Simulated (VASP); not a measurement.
# Fe (Pm-3m) in VASP: a series of runs

Fe is run at these levels: LDA; tasks: single point.

Program: VASP 6.6.1. These are calculated values, not measurements. Logs are shortened: lines on timing, memory, paths and dates and some standing lists are left out, and cuts for length are marked.

**1. The cell of the first run**

Symmetry: Pm-3m, No. 221, cubic system. Conventional cell: a = 2.280 Å, b = 2.280 Å, c = 2.280 Å, α = 90.00°, β = 90.00°, γ = 90.00°. Fe (site symmetry m-3m) has 6 Fe at 2.28 Å within 3.0 Å.

**2. Single point, LDA, collinear spin, ferromagnetic start**

The input, INCAR:

```
SYSTEM = Fe
PREC = Accurate
ENCUT = 520
EDIFF = 1E-7
ISMEAR = -1
SIGMA = 0.05
LREAL = .FALSE.
LASPH = .TRUE.
NELM = 150
ALGO = Normal
ISIF = 2
LWAVE = .FALSE.
LCHARG = .TRUE.
ISPIN = 2
MAGMOM = 2.5
LORBIT = 11
LMAXMIX = 4
LELF = .TRUE.
LVHAR = .TRUE.
NBANDS = 14
```

The input, KPOINTS:

```
regular mesh
0
G
  13 13 13
  0 0 0
```

The input, POSCAR:

```
Fe
1.0
    2.2797970657      0.0000000000      0.0000000000
    0.0000000000      2.2797970657      0.0000000000
    0.0000000000      0.0000000000      2.2797970657
Fe
1
Direct
    0.0000000000      0.0000000000      0.0000000000
```

Potentials or basis: VASP PAW LDA potentials, release 64 (Fe).

Run with:

```console
> cat potpaw_LDA.64/Fe/POTCAR > POTCAR
> mpirun -np 1 vasp_std > vasp.out
```

OUTCAR:

```text
SYSTEM = Fe
   PREC = Accurate
   ENCUT = 520
   EDIFF = 1E-7
   ISMEAR = -1
   LREAL = .FALSE.
   LASPH = .TRUE.
   NELM = 150
   ISIF = 2
   ISPIN = 2
   LORBIT = 11

 ion  position               nearest neighbor table
   1  0.000  0.000  0.000-

  LATTYP: Found a simple cubic cell.
 ALAT       =     2.2797970657

  Lattice vectors:

 A1 = (   2.2797970657,   0.0000000000,   0.0000000000)
 A2 = (   0.0000000000,   2.2797970657,   0.0000000000)
 A3 = (   0.0000000000,   0.0000000000,   2.2797970657)

Analysis of symmetry for initial positions (statically):
=====================================================================
 Subroutine PRICEL returns:
 Original cell was already a primitive cell.

 Routine SETGRP: Setting up the symmetry group for a
 simple cubic supercell.

 Subroutine GETGRP returns: Found 48 space group operations
 (whereof 48 operations were pure point group operations)
 out of a pool of 48 trial point group operations.

The static configuration has the point symmetry O_h .

Analysis of symmetry for dynamics (positions and initial velocities):
=====================================================================
 Subroutine PRICEL returns:
 Original cell was already a primitive cell.

 Routine SETGRP: Setting up the symmetry group for a
 simple cubic supercell.

 Subroutine GETGRP returns: Found 48 space group operations
 (whereof 48 operations were pure point group operations)
 out of a pool of 48 trial point group operations.

The dynamic configuration has the point symmetry O_h .

Analysis of structural, dynamic, and magnetic symmetry:
=====================================================================
 Subroutine PRICEL returns:
 Original cell was already a primitive cell.

 Routine SETGRP: Setting up the symmetry group for a
 simple cubic supercell.

 Subroutine GETGRP returns: Found 48 space group operations
 (whereof 48 operations were pure point group operations)
 out of a pool of 48 trial point group operations.

The overall configuration has the point symmetry O_h .

 Subroutine INISYM returns: Found 48 space group operations
 (whereof 48 operations are pure point group operations),
 and found     1 'primitive' translations

----------------------------------------------------------------------------------------

                                     Primitive cell

  volume of cell :      11.8492

  direct lattice vectors                    reciprocal lattice vectors
     2.279797066  0.000000000  0.000000000     0.438635533  0.000000000  0.000000000
     0.000000000  2.279797066  0.000000000     0.000000000  0.438635533  0.000000000
     0.000000000  0.000000000  2.279797066     0.000000000  0.000000000  0.438635533

  length of vectors
     2.279797066  2.279797066  2.279797066     0.438635533  0.438635533  0.438635533

  position of ions in fractional coordinates (direct lattice)
     0.000000000  0.000000000  0.000000000

  ion indices of the primitive-cell ions
   primitive index   ion index
                 1           1

----------------------------------------------------------------------------------------

 KPOINTS: regular mesh

Automatic generation of k-mesh.
 Grid dimensions read from file:
 generate k-points for:   13   13   13

 Generating k-lattice:

  Cartesian coordinates                     Fractional coordinates (reciprocal lattice)
     0.033741195  0.000000000  0.000000000     0.076923077  0.000000000  0.000000000
     0.000000000  0.033741195  0.000000000     0.000000000  0.076923077  0.000000000
     0.000000000  0.000000000  0.033741195     0.000000000  0.000000000  0.076923077

  Length of vectors
     0.033741195  0.033741195  0.033741195

  Shift w.r.t. Gamma in fractional coordinates (k-lattice)
     0.000000000  0.000000000  0.000000000

 Subroutine IBZKPT returns following result:
 ===========================================

 Found     84 irreducible k-points:

 Following reciprocal coordinates:
            Coordinates               Weight
  0.000000  0.000000  0.000000      1.000000
  0.076923  0.000000  0.000000      6.000000
  0.153846  0.000000  0.000000      6.000000
  0.230769  0.000000  0.000000      6.000000
  0.307692  0.000000  0.000000      6.000000
  0.384615  0.000000  0.000000      6.000000
[... 16 lines left out ...]
  0.307692  0.307692  0.000000     12.000000
  0.384615  0.307692  0.000000     24.000000
 [... further k-points ...]
   k-points           NKPTS =     84   k-points in BZ     NKDIM =     84   number of bands    NBANDS=     14
   number of dos      NEDOS =    301   number of ions     NIONS =      1
   total plane-waves  NPLWV =   5832
   dimension x,y,z NGX =    18 NGY =   18 NGZ =   18
   dimension x,y,z NGXF=    36 NGYF=   36 NGZF=   36
   ions per type =               1
   NGX,Y,Z   is equivalent  to a cutoff of  13.13, 13.13, 13.13 a.u.
   NGXF,Y,Z  is equivalent  to a cutoff of  26.25, 26.25, 26.25 a.u.
 SYSTEM =  Fe
   PREC   = accura    normal or accurate (medium, high low for compatibility)
   ISTART =      0    job   : 0-new  1-cont  2-samecut
   ICHARG =      2    charge: 1-file 2-atom 10-const
   ISPIN  =      2    spin polarized calculation?
   LNONCOLLINEAR =      F non collinear calculations
   LSORBIT =      F    spin-orbit coupling
   LASPH  =      T    aspherical Exc in radial PAW
   ENCUT  =  520.0 eV  38.22 Ry    6.18 a.u.   4.24  4.24  4.24*2*pi/ulx,y,z
   NELM   =    150;   NELMIN=  2; NELMDL= -5     # of ELM steps
   EDIFF  = 0.1E-06   stopping-criterion for ELM
   LREAL  =      F    real-space projection
   EDIFFG = 0.1E-05   stopping-criterion for IOM
   NSW    =      0    number of steps for IOM
   IBRION =     -1    ionic relax: 0-MD 1-quasi-New 2-CG
   NFREE  =      0    steps in history (QN), initial steepest desc. (CG)
   ISIF   =      2    stress and relaxation
   ISYM   =      2    0-nonsym 1-usesym 2-fastsym
   POTIM  = 0.5000    time-step for ionic-motion
   TEBEG  =    0.0;   TEEND  =   0.0 temperature during run
   PSTRESS=    0.0 pullay stress
   NELECT =       8.0000    total number of electrons
   NUPDOWN=      -1.0000    fix difference up-down
   EMIN   =  10.00;   EMAX   =-10.00  energy-range for DOS
   EFERMI =   0.00;   METHOD = LEGACY
   ISMEAR =    -1;   SIGMA  =   0.05  broadening in eV -4-tet -1-fermi 0-gaus
   EFERMI_NEDOS =   21; number of points for ismear=-14 and -15
   IALGO  =     38    algorithm
   IMIX   =      4    mixing-type and parameters
     AMIX     =   0.40;   BMIX     =  1.00
     AMIX_MAG =   1.60;   BMIX_MAG =  1.00
  volume/ion in A,a.u.               =      11.85        79.96
  Fermi-wavevector in a.u.,A,eV,Ry     =   1.436179  2.713985 28.063523  2.062611
  Thomas-Fermi vector in A             =   2.555396
   LORBIT       =     11    0 simple, 1 ext, 2 COOP (PROOUT), +10 PAW based schemes
   GGA     = CA    functional components
   LHFCALC =     F    Hartree Fock is set to
   AEXX    =    0.0000 exact exchange contribution
   IVDW    =     0    specifies the selected vdW correction
   LEPSILON=     F    determine dielectric tensor
   LRPA    =     F    only Hartree local field effects (RPA)
 spin polarized calculation
  energy-cutoff  :      520.00
  volume of cell :       11.85
 maximum number of plane-waves:       326
 NGX is ok and might be reduce to    18
   NGX =  9   NGY =  9   NGZ =  9

 number of electron       7.9999995 magnetization       1.8645601

 Free energy of the ion-electron system (eV)
  ---------------------------------------------------
  ext. energy  EPLUGINS =         0.00000000
  ---------------------------------------------------
  free energy    TOTEN  =        -8.36830034 eV

  energy without entropy =       -8.35413529  energy(sigma->0) =       -8.36121781

 E-fermi :   5.4587     XC(G=0): -13.0736

 val. band max:        5.4425474598   @ k =   0.2308   0.0769   0.0769
 cond. band min:       5.4587340829   @ k =   0.2308   0.2308   0.2308
 fundamental gap:      0.0161866231
 Fermi energy:         5.4586686648

 spin component 1

 k-point     1 :       0.0000    0.0000    0.0000
  band No.  band energies     occupation
      1      -2.8706      1.00000
      2       1.2351      1.00000
      3       1.2351      1.00000
      4       5.5626      0.11119
      5       5.5626      0.11119
      6       5.5626      0.11119
      7      25.6696      0.00000
      8      25.6696      0.00000
      9      25.6696      0.00000
     10      29.7760      0.00000
     11      29.7760      0.00000
     12      34.6983      0.00000
     13      47.2482      0.00000
     14      47.2482      0.00000
[... 375 lines left out ...]
 k-point    24 :       0.3846    0.3077    0.0000
  band No.  band energies     occupation
      1       0.9146      1.00000
      2       2.0594      1.00000
      3       4.4285      1.00000
      4       4.4987      1.00000
      5       4.7488      1.00000
      6       6.7096      0.00000
      7      13.3775      0.00000
      8      19.4805      0.00000
      9      25.3721      0.00000
     10      33.2900      0.00000
     11      34.4117      0.00000
     12      38.5759      0.00000
     13      40.8132      0.00000
     14      44.4750      0.00000

 [... further k-points ...]

 spin component 2

 k-point     1 :       0.0000    0.0000    0.0000
  band No.  band energies     occupation
      1      -2.4979      1.00000
      2       2.4533      1.00000
      3       2.4534      1.00000
      4       7.5909      0.00000
      5       7.5909      0.00000
      6       7.5909      0.00000
      7      26.1610      0.00000
      8      26.1610      0.00000
      9      26.1610      0.00000
     10      30.3954      0.00000
     11      30.3954      0.00000
     12      34.9493      0.00000
     13      47.6915      0.00000
     14      47.6915      0.00000
[... 375 lines left out ...]
 k-point    24 :       0.3846    0.3077    0.0000
  band No.  band energies     occupation
      1       1.9922      1.00000
      2       3.2733      1.00000
      3       5.7519      0.00283
      4       6.3353      0.00000
      5       6.6918      0.00000
      6       7.6730      0.00000
      7      14.1250      0.00000
      8      20.2454      0.00000
      9      26.0724      0.00000
     10      33.6078      0.00000
     11      34.9874      0.00000
     12      38.9830      0.00000
     13      41.4259      0.00000
     14      45.0727      0.00000

 [... further k-points ...]

------------------------ aborting loop because EDIFF is reached ----------------------------------------

  FORCE on cell =-STRESS in cart. coord.  units (eV):
  Direction    XX          YY          ZZ          XY          YZ          ZX
  --------------------------------------------------------------------------------------
  -------------------------------------------------------------------------------------
  Total       -0.3045529     -0.3045529     -0.3045529     -0.0000000     -0.0000000     -0.0000000
  in kB      -41.1798495    -41.1798495    -41.1798495     -0.0000000     -0.0000000     -0.0000000
  external PRESSURE =     -41.1798495 kB  Pullay stress =       0.0000000 kB

 VOLUME and BASIS-vectors are now :
 -----------------------------------------------------------------------------
  energy-cutoff  :      520.00
  volume of cell :       11.85
      direct lattice vectors                 reciprocal lattice vectors
     2.279797066  0.000000000  0.000000000     0.438635533  0.000000000  0.000000000
     0.000000000  2.279797066  0.000000000     0.000000000  0.438635533  0.000000000
     0.000000000  0.000000000  2.279797066     0.000000000  0.000000000  0.438635533

 POSITION                                       TOTAL-FORCE (eV/Angst)
 -----------------------------------------------------------------------------------
      0.00000      0.00000      0.00000         0.000000      0.000000      0.000000
 -----------------------------------------------------------------------------------
    total drift:                                0.000000      0.000000     -0.000000

  FREE ENERGIE OF THE ION-ELECTRON SYSTEM (eV)
  ---------------------------------------------------
  free  energy   TOTEN  =        -8.3683003367 eV

  energy  without entropy=       -8.3541352889  energy(sigma->0) =       -8.36121781

 total charge

# of ion       s       p       d       tot
------------------------------------------
    1        0.533   0.470   6.402   7.405

 magnetization (x)

# of ion       s       p       d       tot
------------------------------------------
    1        0.003  -0.001   1.834   1.836
```

It took 50 s on 1 thread of AMD EPYC 7R13, shared host; peak memory 0.1 GiB.

Results:

* Free energy: -8.3683 eV
* Pressure: -4.1 GPa
* Net moment: 1.86 μB per cell
* Site moments: Fe +1.84 μB
* Valence electrons inside the program's atomic spheres: Fe 7.41

**3. Single point, LDA, collinear spin, ferromagnetic start (volume scaled by 0.88)**

The input, INCAR:

```
SYSTEM = Fe
  PREC = Accurate
  ENCUT = 520
  EDIFF = 1E-7
  ISMEAR = -1
  SIGMA = 0.05
  LREAL = .False.
  LASPH = .True.
  NELM = 150
  ALGO = Normal
  ISIF = 2
  LWAVE = .False.
  LCHARG = .True.
  ISPIN = 2
  MAGMOM = 1.992
  LORBIT = 11
  LMAXMIX = 4
  LELF = .True.
  LVHAR = .True.
  NBANDS = 14
```

The input, KPOINTS:

```
Automatic mesh
0
Gamma
  15 15 15
  0 0 0
```

The input, POSCAR:

```
Fe
1.0
    2.1846929861      0.0000000000      0.0000000000
    0.0000000000      2.1846929861      0.0000000000
    0.0000000000      0.0000000000      2.1846929861
Fe
1
Direct
    0.0000000000      0.0000000000      0.0000000000
```

Potentials or basis: VASP PAW LDA potentials, release 64 (Fe).

Run with:

```console
> cat potpaw_LDA.64/Fe/POTCAR > POTCAR
> mpirun -np 1 vasp_std > vasp.out
```

Wall time 94 s (1 thread of AMD EPYC 7R13, shared host); peak memory 0.1 GiB.

Results (log left out):

```yaml
Free_energy: -8.3496 eV
Pressure: 8.8 GPa
Band_gap_on_the_k_mesh: zero (filled and empty bands overlap)
Net_moment: 0.02 μB per cell
Valence_electrons_inside_the_program's_atomic_spheres: Fe 7.69
```

Levels at points of the mesh, in eV from the Fermi level:
Spin up:
```tsv
k point	band 1	band 2	band 3	band 4	band 5	band 6	band 7	band 8
(0.00, 0.00, 0.00)	-8.93	-4.46	-4.46	1.11	1.11	1.11	22.11	22.11
```
Spin down:
| k point | band 1 | band 2 | band 3 | band 4 | band 5 | band 6 | band 7 | band 8 | band 9 |
| --- | --- | --- | --- | --- | --- | --- | --- | --- | --- |
| (0.00, 0.00, 0.00) | -8.92 | -4.45 | -4.45 | 1.13 | 1.13 | 1.13 | 22.12 | 22.12 | 22.12 |

Caveat: the starting moments collapsed, and a magnetic state may lie lower.
